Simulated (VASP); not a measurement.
# Al2O3 (Pnnm) in VASP: a series of runs

Al2O3 is run at these levels: LDA; tasks: single point.

Program: VASP 6.6.1. These are calculated values, not measurements. Logs are shortened: lines on timing, memory, paths and dates and some standing lists are left out, and cuts for length are marked.

### Step 1. The cell of the first run

It takes space group Pnnm (No. 58, orthorhombic). The conventional cell has a = 4.776 Å, b = 9.956 Å, c = 3.213 Å, α = 90.00°, β = 90.00°, γ = 90.00°. Within 2.3 Å of Al (site symmetry m) lie 4 O at 1.73 to 1.90 Å. O (site symmetry m) has 3 Al at 1.86 to 1.90 Å within 2.5 Å. O (site symmetry 2/m) has 2 Al at 1.73 Å within 2.3 Å.

### Step 2. Single point, LDA (strain +0.040 along x and y, +0.080 along z)

INCAR reads:

```
SYSTEM = Al2O3
  ALGO = Normal
  EDIFF = 1E-6
  ENCUT = 520
  GGA = CA
  ISIF = 2
  ISMEAR = 0
  LASPH = .TRUE.
  LCHARG = .TRUE.
  LELF = .TRUE.
  LREAL = .FALSE.
  LVHAR = .TRUE.
  LWAVE = .FALSE.
  NBANDS = 35
  NELM = 80
  PREC = Accurate
  SIGMA = 0.05
```

KPOINTS reads:

```
k-points
0
G
  6 4 8
  0 0 0
```

POSCAR reads:

```
Al2O3
1.0
    4.7762891407      0.0000000000      0.0000000000
    0.0000000000      9.9560459829      0.0000000000
    0.0000000000      0.0000000000      3.2125549357
Al O
4 6
Direct
    0.4138788494      0.3309999366      0.5000000000
    0.5861211506      0.6690000634      0.5000000000
    0.9138788494      0.1690000634      0.0000000000
    0.0861211506      0.8309999366      0.0000000000
    0.7315554251      0.2226862107      0.5000000000
    0.0000000000      0.0000000000      0.0000000000
    0.7684445749      0.7226862107      0.0000000000
    0.2315554251      0.2773137893      0.0000000000
    0.2684445749      0.7773137893      0.5000000000
    0.5000000000      0.5000000000      0.5000000000
```

Potentials or basis: VASP PAW LDA potentials, release 64 (Al, O).

The run is started by

```console
> cat potpaw_LDA.64/Al/POTCAR potpaw_LDA.64/O/POTCAR > POTCAR
> mpirun -np 1 vasp_std > vasp.out
```

OUTCAR:

```text
SYSTEM = Al2O3
   EDIFF = 1E-6
   ENCUT = 520
   GGA = CA
   ISIF = 2
   ISMEAR = 0
   LASPH = .TRUE.
   LREAL = .FALSE.
   NELM = 80
   PREC = Accurate

 ion  position               nearest neighbor table
   1  0.414  0.331  0.500-  10 1.73   5 1.86   8 1.90   8 1.90   3 3.30   3 3.30   3 3.30   3 3.30

   2  0.586  0.669  0.500-  10 1.73   9 1.86   7 1.90   7 1.90   4 3.30   4 3.30   4 3.30   4 3.30

   3  0.914  0.169  0.000-   6 1.73   8 1.86   5 1.90   5 1.90   1 3.30   1 3.30   1 3.30   1 3.30

   4  0.086  0.831  0.000-   6 1.73   7 1.86   9 1.90   9 1.90   2 3.30   2 3.30   2 3.30   2 3.30

   5  0.732  0.223  0.500-   1 1.86   3 1.90   3 1.90
   6  0.000  0.000  0.000-   3 1.73   4 1.73
   7  0.768  0.723  0.000-   4 1.86   2 1.90   2 1.90
   8  0.232  0.277  0.000-   3 1.86   1 1.90   1 1.90
   9  0.268  0.777  0.500-   2 1.86   4 1.90   4 1.90
  10  0.500  0.500  0.500-   1 1.73   2 1.73

  LATTYP: Found a simple orthorhombic cell.
 ALAT       =     3.2125549357
 B/A-ratio  =     1.4867571874
 C/A-ratio  =     3.0991052860

  Lattice vectors:

 A1 = (   0.0000000000,   0.0000000000,   3.2125549357)
 A2 = (   4.7762891407,   0.0000000000,   0.0000000000)
 A3 = (   0.0000000000,   9.9560459829,   0.0000000000)

Analysis of symmetry for initial positions (statically):
=====================================================================
 Subroutine PRICEL returns:
 Original cell was already a primitive cell.

 Routine SETGRP: Setting up the symmetry group for a
 simple orthorhombic supercell.

 Subroutine GETGRP returns: Found  8 space group operations
 (whereof  4 operations were pure point group operations)
 out of a pool of  8 trial point group operations.

The static configuration has the point symmetry C_2h.
 The point group associated with its full space group is D_2h.

Analysis of symmetry for dynamics (positions and initial velocities):
=====================================================================
 Subroutine PRICEL returns:
 Original cell was already a primitive cell.

 Routine SETGRP: Setting up the symmetry group for a
 simple orthorhombic supercell.

 Subroutine GETGRP returns: Found  8 space group operations
 (whereof  4 operations were pure point group operations)
 out of a pool of  8 trial point group operations.

The dynamic configuration has the point symmetry C_2h.
 The point group associated with its full space group is D_2h.

 Subroutine INISYM returns: Found  8 space group operations
 (whereof  4 operations are pure point group operations),
 and found     1 'primitive' translations

----------------------------------------------------------------------------------------

                                     Primitive cell

  volume of cell :     152.7665

  direct lattice vectors                    reciprocal lattice vectors
     4.776289141  0.000000000  0.000000000     0.209367559  0.000000000  0.000000000
     0.000000000  9.956045983  0.000000000     0.000000000  0.100441481  0.000000000
     0.000000000  0.000000000  3.212554936     0.000000000  0.000000000  0.311278724

  length of vectors
     4.776289141  9.956045983  3.212554936     0.209367559  0.100441481  0.311278724

  position of ions in fractional coordinates (direct lattice)
     0.413878849  0.330999937  0.500000000
     0.586121151  0.669000063  0.500000000
     0.913878849  0.169000063  0.000000000
     0.086121151  0.830999937  0.000000000
     0.731555425  0.222686211  0.500000000
     0.000000000  0.000000000  0.000000000
     0.768444575  0.722686211  0.000000000
     0.231555425  0.277313789  0.000000000
     0.268444575  0.777313789  0.500000000
     0.500000000  0.500000000  0.500000000

  ion indices of the primitive-cell ions
   primitive index   ion index
                 1           1
                 2           2
                 3           3
                 4           4
                 5           5
                 6           6
                 7           7
                 8           8
                 9           9
                10          10

----------------------------------------------------------------------------------------

 KPOINTS: k-points

Automatic generation of k-mesh.
 Grid dimensions read from file:
 generate k-points for:    6    4    8

 Generating k-lattice:

  Cartesian coordinates                     Fractional coordinates (reciprocal lattice)
     0.034894593  0.000000000  0.000000000     0.166666667  0.000000000  0.000000000
     0.000000000  0.025110370  0.000000000     0.000000000  0.250000000  0.000000000
     0.000000000  0.000000000  0.038909840     0.000000000  0.000000000  0.125000000

  Length of vectors
     0.034894593  0.025110370  0.038909840

  Shift w.r.t. Gamma in fractional coordinates (k-lattice)
     0.000000000  0.000000000  0.000000000

 Subroutine IBZKPT returns following result:
 ===========================================

 Found     60 irreducible k-points:

 Following reciprocal coordinates:
            Coordinates               Weight
  0.000000  0.000000  0.000000      1.000000
  0.166667  0.000000  0.000000      2.000000
  0.333333  0.000000  0.000000      2.000000
  0.500000  0.000000  0.000000      1.000000
  0.000000  0.250000  0.000000      2.000000
  0.166667  0.250000  0.000000      4.000000
[... 16 lines left out ...]
  0.333333  0.500000  0.125000      4.000000
  0.500000  0.500000  0.125000      2.000000
 [... further k-points ...]
   k-points           NKPTS =     60   k-points in BZ     NKDIM =     60   number of bands    NBANDS=     35
   number of dos      NEDOS =    301   number of ions     NIONS =     10
   total plane-waves  NPLWV =  69120
   dimension x,y,z NGX =    36 NGY =   80 NGZ =   24
   dimension x,y,z NGXF=    72 NGYF=  160 NGZF=   48
   ions per type =               4   6
   NGX,Y,Z   is equivalent  to a cutoff of  12.53, 13.36, 12.42 a.u.
   NGXF,Y,Z  is equivalent  to a cutoff of  25.06, 26.72, 24.84 a.u.
 SYSTEM =  Al2O3
   PREC   = accura    normal or accurate (medium, high low for compatibility)
   ISTART =      0    job   : 0-new  1-cont  2-samecut
   ICHARG =      2    charge: 1-file 2-atom 10-const
   ISPIN  =      1    spin polarized calculation?
   LNONCOLLINEAR =      F non collinear calculations
   LSORBIT =      F    spin-orbit coupling
   LASPH  =      T    aspherical Exc in radial PAW
   ENCUT  =  520.0 eV  38.22 Ry    6.18 a.u.   8.88 18.51  5.97*2*pi/ulx,y,z
   NELM   =     80;   NELMIN=  2; NELMDL= -5     # of ELM steps
   EDIFF  = 0.1E-05   stopping-criterion for ELM
   LREAL  =      F    real-space projection
   EDIFFG = 0.1E-04   stopping-criterion for IOM
   NSW    =      0    number of steps for IOM
   IBRION =     -1    ionic relax: 0-MD 1-quasi-New 2-CG
   NFREE  =      0    steps in history (QN), initial steepest desc. (CG)
   ISIF   =      2    stress and relaxation
   ISYM   =      2    0-nonsym 1-usesym 2-fastsym
   POTIM  = 0.5000    time-step for ionic-motion
   TEBEG  =    0.0;   TEEND  =   0.0 temperature during run
   PSTRESS=    0.0 pullay stress
   NELECT =      48.0000    total number of electrons
   NUPDOWN=      -1.0000    fix difference up-down
   EMIN   =  10.00;   EMAX   =-10.00  energy-range for DOS
   EFERMI =   0.00;   METHOD = LEGACY
   ISMEAR =     0;   SIGMA  =   0.05  broadening in eV -4-tet -1-fermi 0-gaus
   EFERMI_NEDOS =   21; number of points for ismear=-14 and -15
   IALGO  =     38    algorithm
   IMIX   =      4    mixing-type and parameters
     AMIX     =   0.40;   BMIX     =  1.00
     AMIX_MAG =   1.60;   BMIX_MAG =  1.00
  volume/ion in A,a.u.               =      15.28       103.09
  Fermi-wavevector in a.u.,A,eV,Ry     =   1.112959  2.103188 16.853238  1.238678
  Thomas-Fermi vector in A             =   2.249539
   LORBIT       =      0    0 simple, 1 ext, 2 COOP (PROOUT), +10 PAW based schemes
   GGA     = CA    functional components
   LHFCALC =     F    Hartree Fock is set to
   AEXX    =    0.0000 exact exchange contribution
   IVDW    =     0    specifies the selected vdW correction
   LEPSILON=     F    determine dielectric tensor
   LRPA    =     F    only Hartree local field effects (RPA)
 non-spin polarized calculation
 Gauss-broadening in eV      SIGMA  =   0.05
  energy-cutoff  :      520.00
  volume of cell :      152.77
 maximum number of plane-waves:      4152
 NGX is ok and might be reduce to    36
   NGX = 17   NGY = 37   NGZ = 11

 number of electron      47.9999980 magnetization

 Free energy of the ion-electron system (eV)
  ---------------------------------------------------
  ext. energy  EPLUGINS =         0.00000000
  ---------------------------------------------------
  free energy    TOTEN  =       -79.55622015 eV

  energy without entropy =      -79.55622015  energy(sigma->0) =      -79.55622015

 E-fermi :   1.0867     XC(G=0):  -8.9317

 val. band max:        0.8129334746   @ k =   0.0000   0.0000   0.0000
 cond. band min:       3.5392361871   @ k =   0.0000   0.0000   0.0000
 fundamental gap:      2.7263027124
 Fermi energy:         1.0867341343

 k-point     1 :       0.0000    0.0000    0.0000
  band No.  band energies     occupation
      1     -17.2015      2.00000
      2     -17.1304      2.00000
      3     -16.1446      2.00000
      4     -16.1316      2.00000
      5     -15.0280      2.00000
      6     -14.9092      2.00000
[... 27 lines left out ...]
     34      10.6391      0.00000
     35      11.6931      0.00000

 k-point     2 :       0.1667    0.0000    0.0000
  band No.  band energies     occupation
      1     -17.1402      2.00000
      2     -17.0707      2.00000
      3     -16.2290      2.00000
      4     -16.2069      2.00000
      5     -15.0137      2.00000
      6     -14.9133      2.00000
[... 27 lines left out ...]
     34      10.3476      0.00000
     35      11.6562      0.00000
[... 796 lines left out ...]
     34      10.5198      0.00000
     35      11.1957      0.00000

 k-point    24 :       0.5000    0.5000    0.1250
  band No.  band energies     occupation
      1     -16.6660      2.00000
      2     -16.6660      2.00000
      3     -16.6192      2.00000
      4     -16.6192      2.00000
      5     -14.9301      2.00000
      6     -14.9301      2.00000
[... 27 lines left out ...]
     34      10.4984      0.00000
     35      10.8743      0.00000

 [... further k-points ...]

------------------------ aborting loop because EDIFF is reached ----------------------------------------

  FORCE on cell =-STRESS in cart. coord.  units (eV):
  Direction    XX          YY          ZZ          XY          YZ          ZX
  --------------------------------------------------------------------------------------
  -------------------------------------------------------------------------------------
  Total      -12.8314303    -16.4154296    -20.7662875      0.0000000      0.0000000      0.0000000
  in kB     -134.5728915   -172.1609965   -217.7917272      0.0000000      0.0000000      0.0000000
  external PRESSURE =    -174.8418717 kB  Pullay stress =       0.0000000 kB

 VOLUME and BASIS-vectors are now :
 -----------------------------------------------------------------------------
  energy-cutoff  :      520.00
  volume of cell :      152.77
      direct lattice vectors                 reciprocal lattice vectors
     4.776289141  0.000000000  0.000000000     0.209367559  0.000000000  0.000000000
     0.000000000  9.956045983  0.000000000     0.000000000  0.100441481  0.000000000
     0.000000000  0.000000000  3.212554936     0.000000000  0.000000000  0.311278724

 POSITION                                       TOTAL-FORCE (eV/Angst)
 -----------------------------------------------------------------------------------
      1.97681      3.29545      1.60628         0.098974      0.165585      0.000000
      2.79948      6.66060      1.60628        -0.098974     -0.165585      0.000000
      4.36495      1.68257      0.00000         0.098974     -0.165585      0.000000
      0.41134      8.27347      0.00000        -0.098974      0.165585      0.000000
      3.49412      2.21707      1.60628         0.361532     -0.134610     -0.000000
      0.00000      0.00000      0.00000         0.000000      0.000000      0.000000
      3.67031      7.19510      0.00000        -0.361532     -0.134610      0.000000
      1.10598      2.76095      0.00000         0.361532      0.134610     -0.000000
      1.28217      7.73897      1.60628        -0.361532      0.134610      0.000000
      2.38814      4.97802      1.60628         0.000000      0.000000      0.000000
 -----------------------------------------------------------------------------------
    total drift:                                0.000000     -0.000000      0.000000

  FREE ENERGIE OF THE ION-ELECTRON SYSTEM (eV)
  ---------------------------------------------------
  free  energy   TOTEN  =       -79.5562201497 eV

  energy  without entropy=      -79.5562201497  energy(sigma->0) =      -79.55622015
```

Wall time 2.2 min (1 thread of Intel Xeon 6975P-C (Granite Rapids), shared host); peak memory 0.35 GiB.

Results:

```yaml
Free_energy: -79.5562 eV
Pressure: -17.5 GPa
Largest_force: 0.386 eV/Å
Band_gap_on_the_k_mesh: 2.73 eV
```

Forces in eV/Å, atoms in the order of the input:
```
Al   0.099  0.166  0.000
Al  -0.099 -0.166  0.000
Al   0.099 -0.166  0.000
Al  -0.099  0.166  0.000
O    0.362 -0.135  0.000
O    0.000  0.000  0.000
O   -0.362 -0.135  0.000
O    0.362  0.135  0.000
O   -0.362  0.135  0.000
O    0.000  0.000  0.000
```

Stress tensor (GPa, compression positive):
```
-13.46   0.00   0.00
  0.00 -17.22   0.00
  0.00   0.00 -21.78
```

Levels at points of the mesh, in eV from the valence-band top:
```csv
k point,band 22,band 23,band 24,band 25,band 26,band 27
"(0.00, 0.00, 0.00)",-0.30,-0.07,0.00,2.73,4.14,5.43
"(0.50, 0.00, 0.00)",-0.73,-0.03,-0.03,5.08,5.08,5.60
"(0.00, 0.50, 0.00)",-0.59,-0.03,-0.03,3.35,3.35,5.71
"(0.50, 0.50, 0.00)",-0.65,-0.03,-0.03,4.99,4.99,5.61
"(0.00, 0.00, 0.50)",-1.11,-0.51,-0.51,6.59,6.59,6.98
"(0.50, 0.00, 0.50)",-1.24,-0.52,-0.52,6.45,6.45,7.77
"(0.00, 0.50, 0.50)",-1.24,-0.41,-0.41,6.48,6.48,7.12
"(0.50, 0.50, 0.50)",-1.21,-0.59,-0.59,6.76,6.76,7.33
```

Caveat: the cell differs from its parent crystal (strain +0.040 along x and y, +0.080 along z); the cell stands under tension.

### Step 3. Single point, LDA (strain +0.080 along x and y, +0.040 along z)

INCAR reads:

```
PREC = Accurate ; ENCUT = 520
EDIFF = 1E-6 ; ISMEAR = 0
SIGMA = 0.05 ; LREAL = False
LASPH = True ; NELM = 60
ALGO = Normal ; ISIF = 2
LWAVE = False ; LCHARG = True
GGA = CA ; LELF = True
LVHAR = True ; NBANDS = 35
```

KPOINTS reads:

```
Automatic mesh
0
Gamma
  6 4 8
```

Changes to POSCAR since step 2:

```diff
@@ -2,5 +2,5 @@
 1.0
-    4.7762891407      0.0000000000      0.0000000000
-    0.0000000000      9.9560459829      0.0000000000
-    0.0000000000      0.0000000000      3.2125549357
+    4.9599925692      0.0000000000      0.0000000000
+    0.0000000000     10.3389708284      0.0000000000
+    0.0000000000      0.0000000000      3.0935714195
 Al O
```

Potentials or basis: VASP PAW LDA potentials, release 64 (Al, O).

The run is started by

```console
> cat potpaw_LDA.64/Al/POTCAR potpaw_LDA.64/O/POTCAR > POTCAR
> mpirun -np 1 vasp_std > vasp.out
```

Wall time 2.6 min (1 thread of Intel Xeon 6975P-C (Granite Rapids), shared host); peak memory 0.36 GiB.

The run converged. Its results:

```yaml
Free_energy: -78.8209 eV
Pressure: -20.6 GPa
Largest_force: 1.047 eV/Å
Band_gap_on_the_k_mesh: 2.08 eV
```

Forces on the atoms (eV/Å):
```
Al   0.477  0.932  0.000
Al  -0.477 -0.932  0.000
Al   0.477 -0.932  0.000
Al  -0.477  0.932  0.000
O    0.203  0.097  0.000
O    0.000  0.000  0.000
O   -0.203  0.097  0.000
O    0.203 -0.097  0.000
O   -0.203 -0.097  0.000
O    0.000  0.000  0.000
```

Stress tensor (GPa, compression positive):
```
-17.55   0.00   0.00
  0.00 -28.63   0.00
  0.00   0.00 -15.54
```

Levels at points of the mesh, in eV from the valence-band top:
| k point | band 21 | band 22 | band 23 | band 24 | band 25 | band 26 | band 27 | band 28 |
| --- | --- | --- | --- | --- | --- | --- | --- | --- |
| (0.00, 0.00, 0.00) | -1.22 | -0.69 | -0.04 | 0.00 | 2.08 | 3.62 | 5.23 | 5.46 |
| (0.50, 0.00, 0.00) | -1.05 | -1.05 | -0.02 | -0.02 | 4.36 | 4.36 | 5.16 | 5.16 |
| (0.00, 0.50, 0.00) | -0.94 | -0.94 | -0.02 | -0.02 | 2.76 | 2.76 | 5.59 | 5.59 |
| (0.50, 0.50, 0.00) | -0.99 | -0.99 | -0.02 | -0.02 | 4.26 | 4.26 | 5.16 | 5.16 |
| (0.00, 0.00, 0.50) | -1.55 | -1.55 | -0.70 | -0.70 | 5.73 | 5.73 | 6.40 | 6.40 |
| (0.50, 0.00, 0.50) | -1.60 | -1.60 | -0.74 | -0.74 | 5.38 | 5.38 | 6.73 | 6.73 |
| (0.00, 0.50, 0.50) | -1.60 | -1.60 | -0.65 | -0.65 | 5.64 | 5.64 | 6.60 | 6.60 |
| (0.50, 0.50, 0.50) | -1.62 | -1.62 | -0.77 | -0.77 | 5.70 | 5.70 | 6.23 | 6.23 |

Caveat: the cell differs from its parent crystal (strain +0.080 along x and y, +0.040 along z); the cell stands under tension; forces of over 1 eV/Å act on the atoms, so gaps and moduli don't describe the material at rest. A k mesh can miss the band edges.
